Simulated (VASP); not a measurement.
The system is KF (Carobbiite).

```xyz
2
Lattice="0.0000 2.7413 2.7413 2.7413 0.0000 2.7413 2.7413 2.7413 0.0000" Properties=species:S:1:pos:R:3 pbc="T T T"
K     0.0000    0.0000    0.0000
F     2.7413    2.7413    2.7413
```

This cell differs from its parent crystal: volume scaled by 1.08.

```yaml
Program: VASP 6.6.1
Task: relaxation of cell and atoms
Functional: revPBE
Dispersion: D3(BJ)
Potentials_or_basis: VASP PAW PBE potentials, release 64 (K_sv, F)
Cutoff: 600 eV
k_mesh: 9 × 9 × 9
Occupations: gaussian, width 0.01 eV
Spin: no spin polarisation
```

At the start: pressure -1.1 GPa; volume 20.60 Å³/atom.

Question: Where does the relaxation end?

Answer: Over 3 steps the energy falls by 2.9 meV/atom and the volume is 19.76 Å³/atom (-4.1 %); space group Fm-3m (No. 225, to 0.05 Å).

Step by step:
```tsv
step	energy change (eV)	largest force (eV/Å)	pressure (GPa)	volume (Å³)
1	0.0000	0.0000	-1.08	41.20
2	-0.0042	0.0000	-0.58	40.38
3	-0.0058	0.0000	0.00	39.52
```

Final structure:
```cif
data_structure
_symmetry_space_group_name_H-M 'P 1'
_symmetry_Int_Tables_number 1
_cell_length_a 3.8233
_cell_length_b 3.8233
_cell_length_c 3.8233
_cell_angle_alpha 60.000
_cell_angle_beta 60.000
_cell_angle_gamma 60.000
_cell_volume 39.52
loop_
_atom_site_label
_atom_site_type_symbol
_atom_site_fract_x
_atom_site_fract_y
_atom_site_fract_z
_atom_site_occupancy
K1 K 0.00000 0.00000 0.00000 1
F1 F 0.50000 0.50000 0.50000 1
```

Caveat: the cell differs from its parent crystal (volume scaled by 1.08); the PAW data sets were made with another functional, which shifts forces and pressure a little.
